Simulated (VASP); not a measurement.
Here is a VASP 6.6.1 calculation.

File INCAR:

```
PREC = Accurate
ENCUT = 500
EDIFF = 1E-7
ISMEAR = 0
SIGMA = 0.02
LREAL = F
LASPH = T
NELM = 120
ALGO = Normal
ISIF = 3
LWAVE = F
LCHARG = F
GGA = PE
IBRION = 2
NSW = 100
EDIFFG = -0.002
GGA_COMPAT = F
NELMIN = 4
```

KPOINTS

```
Automatic mesh
0
Gamma
  10 10 10
```

File POSCAR:

```
Si
1.0
    0.0000000000      2.7185000000      2.7185000000
    2.7185000000      0.0000000000      2.7185000000
    2.7185000000      2.7185000000      0.0000000000
Si
2
Direct
    0.5000000000      0.5000000000      0.5000000000
    0.7500000000      0.7500000000      0.7500000000
```

Potentials or basis: VASP PAW PBE potentials, release 64 (Si).

Run with:

```sh
$ cat potpaw_PBE.64/Si/POTCAR > POTCAR
$ mpirun -np 1 vasp_std > vasp.out
```

Problem. Predict the band gap on the k mesh.

Solution. 0.62 eV (least direct gap 2.56 eV).

Problem. What does it give for the relaxed cell?

Solution. a = 3.867 Å, b = 3.867 Å, c = 3.867 Å, α = 60.00°, β = 60.00°, γ = 60.00°.

Problem. Predict the relaxed volume.

Solution. 20.44 Å³/atom.

Problem. Predict the space group after relaxing (to 0.1 Å).

Solution. Fd-3m (No. 227).

Step by step:
```
step  energy change (eV)  largest force (eV/Å)  pressure (GPa)  volume (Å³)
   1              0.0000                0.0000            1.60        40.18
   2             -0.0019                0.0000           -1.01        41.36
   3             -0.0034                0.0000            0.00        40.88
```

A k mesh can miss the band edges. Expect the measured gap to be larger: semilocal functionals such as PBE lack the derivative discontinuity.
